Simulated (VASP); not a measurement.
Ag, 8 atoms in the cell. Symmetry: Pm-3n, No. 223, cubic system. Conventional cell: a = 5.282 Å, b = 5.282 Å, c = 5.282 Å, α = 90.00°, β = 90.00°, γ = 90.00°. Within 3.9 Å of Ag (site symmetry m-3) lie 12 Ag at 2.95 Å. Ag (site symmetry -4m2) has 14 Ag at 2.64 to 3.23 Å within 3.5 Å. 

* Program: VASP 6.6.1
* Task: single point
* Functional: PBE
* Potentials or basis: VASP PAW PBE potentials, release 64 (Ag)
* Cutoff: 520 eV
* k mesh: 7 × 7 × 7
* Occupations: fermi-dirac, width 0.1 eV
* Spin: no spin polarisation
* Dipole correction: no
* Further INCAR settings: ALGO = Normal; EDIFF = 1e-06; NBANDS = 54

Potentials or basis: VASP PAW PBE potentials, release 64 (Ag).

Launch:

```sh
$ cat potpaw_PBE.64/Ag/POTCAR > POTCAR
$ mpirun -np 1 vasp_std > vasp.out
```

Hardware: 1 thread of Intel Xeon 8259CL (shared host).

Estimate the wall time of this run.

It took 2.3 min on 1 thread of Intel Xeon 8259CL, on a shared host, peak memory 0.29 GiB. Counts: scf iterations 12, k points 20.
